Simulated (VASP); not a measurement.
A run of VASP 6.6.1 is set up as follows.

The input POSCAR:

```
Ta
1.0
    0.0000000000      3.0529549964      3.0529549964
    3.0529549964      0.0000000000      3.0529549964
    3.0529549964      3.0529549964      0.0000000000
Ta
2
Direct
    0.1250000000      0.1250000000      0.1250000000
    0.8750000000      0.8750000000      0.8750000000
```

The input INCAR.step1:

```
PREC = Accurate
ENCUT = 520
EDIFF = 1E-5
ISMEAR = -1
SIGMA = 0.1
LREAL = F
LASPH = T
NELM = 60
ALGO = Normal
ISIF = 2
LWAVE = T
LCHARG = F
NBANDS = 18
GGA = PE
```

File INCAR.step2:

```
PREC = Accurate
ENCUT = 520
EDIFF = 1E-6
ISMEAR = -1
SIGMA = 0.1
LREAL = F
LASPH = T
NELM = 60
ALGO = Normal
ISIF = 2
LWAVE = F
LCHARG = F
GGA = PE
LHFCALC = T
HFSCREEN = 0.2079
PRECFOCK = Normal
NBANDS = 18
ISTART = 1
```

KPOINTS

```
regular mesh
0
Gamma
  5 5 5
```

Potentials or basis: VASP PAW PBE potentials, release 64 (Ta_pv).

Run with:

```sh
$ cat potpaw_PBE.64/Ta_pv/POTCAR > POTCAR
$ cp INCAR.step1 INCAR
$ mpirun -np 1 vasp_std > vasp.out
$ cp INCAR.step2 INCAR
$ mpirun -np 1 vasp_std > vasp.out
```

**Question.** Estimate the pressure.

**Answer.** -1.7 GPa.

**Question.** Predict the band gap on the k mesh.

**Answer.** Zero (bands 11 and 12 overlap by 0.70 eV).

Caveat: the PAW data sets were made with another functional, which shifts forces and pressure a little; spin-orbit coupling is left out, which moves the levels of the heavy elements.
